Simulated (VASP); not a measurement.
Wanted: the native input for a VASP 6.6.1 run.

| Item | Value |
| --- | --- |
| Task | single point |
| Functional | PBE |
| Potentials or basis | VASP PAW PBE potentials, release 64 (Cd) |
| Cutoff | 500 eV |
| k mesh | 16 × 16 × 16 |
| Occupations | fermi-dirac, width 0.1 eV |
| Spin | no spin polarisation |
| Dipole correction | no |
| Further INCAR settings | ALGO = Normal; EDIFF = 1e-06; NBANDS = 12 |

The structure of Cd lies in POSCAR:

```
Cd
1.0
   -1.6559082400      1.6559082400      1.6559082400
    1.6559082400     -1.6559082400      1.6559082400
    1.6559082400      1.6559082400     -1.6559082400
Cd
1
Direct
    0.0000000000      0.0000000000      0.0000000000
```

This isn't the form of Cd at room conditions, which is hcp.

One way to write it, as run:

INCAR

```
SYSTEM = Cd
ALGO = Normal ; EDIFF = 1E-6
ENCUT = 500 ; GGA = PE
GGA_COMPAT = .FALSE. ; ISIF = 2
ISMEAR = -1 ; LASPH = .TRUE.
LCHARG = .FALSE. ; LREAL = .FALSE.
LWAVE = .FALSE. ; NBANDS = 12
NELM = 120 ; PREC = Accurate
SIGMA = 0.1
```

KPOINTS

```
k-points
0
G
  16 16 16
  0 0 0
```

Potentials or basis: VASP PAW PBE potentials, release 64 (Cd).

Command:

```console
$ cat potpaw_PBE.64/Cd/POTCAR > POTCAR
$ mpirun -np 1 vasp_std > vasp.out
```

Results of the run:

The pressure is 20.7 GPa and the band gap on the k mesh is zero (bands 6 and 7 overlap by 4.11 eV).

Caveat: the cell stands under pressure.

Wall time 11 s on 1 thread of Intel(R) Xeon(R) 6975P-C (Granite Rapids), on a shared host, peak memory 0.15 GiB.
